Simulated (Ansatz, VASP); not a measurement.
Cr3SbMo in VASP and in Ansatz

```
Cr Sb Mo
1.0
     4.69724    0.00000    0.00000
     0.00000    4.69724    0.00000
     0.00000    0.00000    4.69724
Cr Sb Mo
3 1 1
Direct
  0.00000 0.50000 0.50000
  0.50000 0.00000 0.50000
  0.50000 0.50000 0.00000
  0.00000 0.00000 0.00000
  0.50000 0.50000 0.50000
```

Alike in both runs: functional PBE; k mesh 8 × 8 × 8; occupations gaussian, width 0.1 eV; collinear spin.

Ansatz relaxed the structure, and its values are those at the end. VASP's run is a single point on that final structure, the one shown.

|  | VASP | Ansatz |
| --- | --- | --- |
| version | VASP 6.6.1 | Ansatz 0.2.0 |
| potentials or method | VASP PAW PBE potentials, release 64 (Cr_pv, Sb, Mo_sv), cutoff 520 eV | scalar-relativistic, plane waves, PAW |
| valence electrons in the cell | 55 | 71 |

```tsv
	VASP	Ansatz	Ansatz less VASP
gap on the k mesh at the Fermi level (eV)	none	none	-
pressure (GPa)	0.2	0.0	-0.24
net moment per atom (μB)	1.70	1.70	-0.002
size of the moment on the site where the two differ most (μB)	1.20	0.87	-0.332
```

Site moments also hang on the region over which each program counts them. A gap of «none» marks a metal or a gap that the smearing closes. With one functional, cell and mesh, what is left measures potentials, basis and numerics. VASP's potentials hold 55 valence electrons a cell and Ansatz's 71, so a difference there can come from the potentials and not from the codes.

Spin-orbit coupling is off throughout.
